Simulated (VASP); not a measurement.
Runs of VASP 6.6.1 on Al. It takes space group Fm-3m (No. 225, cubic). Conventional cell: a = 3.993 Å, b = 3.993 Å, c = 3.993 Å, α = 90.00°, β = 90.00°, γ = 90.00°. Within 3.7 Å of Al (site symmetry m-3m) lie 12 Al at 2.82 Å. 

```tsv
k mesh	smearing	gap on the mesh (eV)	pressure (GPa)
14 × 14 × 14	methfessel-paxton 0.6 eV	none	-0.4
14 × 14 × 14	methfessel-paxton 0.2 eV	none	-0.7
14 × 14 × 14	fermi-dirac 0.2 eV	none	-0.2
14 × 14 × 14	methfessel-paxton 0.3 eV	none	-0.6
7 × 7 × 7	fermi-dirac 0.1 eV	none	-0.4
4 × 4 × 4	fermi-dirac 0.1 eV	none	1.6
8 × 8 × 8	fermi-dirac 0.1 eV	none	(a)
14 × 14 × 14	methfessel-paxton 0.1 eV	none	-0.7
14 × 14 × 14	fermi-dirac 0.03 eV	none	-0.7
14 × 14 × 14	methfessel-paxton 1 eV	none	-0.2
14 × 14 × 14	fermi-dirac 0.3 eV	none	0.1
14 × 14 × 14	fermi-dirac 0.1 eV	none	(b)
```

Alike in all rows: task single point; level r2SCAN; potentials or basis VASP PAW PBE potentials, release 64 (Al); no spin polarisation; cell as given; cutoff (eV) 520.

Q: Fill in the values left out.

A: (a) 0.0; (b) -0.5.

Caveats: some runs use coarse meshes; the PAW data sets were made with another functional, which shifts forces and pressure a little.

A gap of «none» marks levels without a gap at the run's occupations.
